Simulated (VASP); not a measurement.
Here is a VASP 6.6.1 calculation.

The input INCAR:

```
SYSTEM = WSe2
PREC     = Accurate       ! precision mode
ENCUT    = 520            ! plane-wave cutoff, eV
EDIFF    = 1E-6           ! SCF threshold, eV
ISMEAR   = 0              ! smearing method
SIGMA    = 0.05           ! smearing width, eV
LREAL    = .False.        ! projectors in reciprocal space
LASPH    = .True.         ! aspherical terms in the spheres
NELM     = 80             ! most SCF steps
ALGO     = Normal         ! electronic algorithm
ISIF     = 2              ! what is computed and relaxed
LWAVE    = .False.        ! write WAVECAR
LCHARG   = .True.         ! write CHGCAR
GGA      = PE             ! functional
LELF     = .True.         ! ELF
LVHAR    = .True.       
NBANDS   = 35             ! bands
```

The input KPOINTS:

```
Automatic mesh
0
Gamma
  9 9 2
  0 0 0
```

POSCAR

```
WSe2
1.0
   -3.3206937274      0.0000000000      0.0000000000
   -1.6603468637     -2.8758051261      0.0000000000
   -2.9054409768     -1.6774571301     15.2573262715
W Se
2 4
Direct
    0.3012518333      0.3012518333      0.0550000000
    0.3429351667      0.3429351667      0.5550000000
    0.0737532120      0.0737532120      0.4450199235
    0.1154365453      0.1154365453      0.9450199235
   -0.0545495453     -0.0545495453      0.6649800765
    0.5704337880      0.5704337880      0.1649800765
```

Potentials or basis: VASP PAW PBE potentials, release 64 (W_sv, Se).

Run with:

```console
$ cat potpaw_PBE.64/W_sv/POTCAR potpaw_PBE.64/Se/POTCAR > POTCAR
$ mpirun -np 1 vasp_std > vasp.out
```

**Question.** Predict the band gap on the k mesh.

**Answer.** Zero (bands 26 and 27 overlap by 0.03 eV).

**Question.** Estimate the pressure.

**Answer.** 3.9 GPa.

Forces in eV/Å, atoms in the order of the input:
```
W   -3.056 -1.765  3.099
W    0.000  0.000 -0.001
Se   0.000  0.000 -0.053
Se   3.629  2.095 -3.349
Se   0.001  0.000  0.052
Se  -0.573 -0.331  0.252
```

Caveat: the cell differs from its parent crystal (the part above a cut slid along it); the stress differs along the axes, from 1 to 7 GPa; spin-orbit coupling is left out, which moves the levels of the heavy elements; this functional lacks dispersion, which binds layers or chains, so the pressure and a relaxed spacing across them are unreliable; forces of over 1 eV/Å act on the atoms, so gaps and moduli don't describe the material at rest.
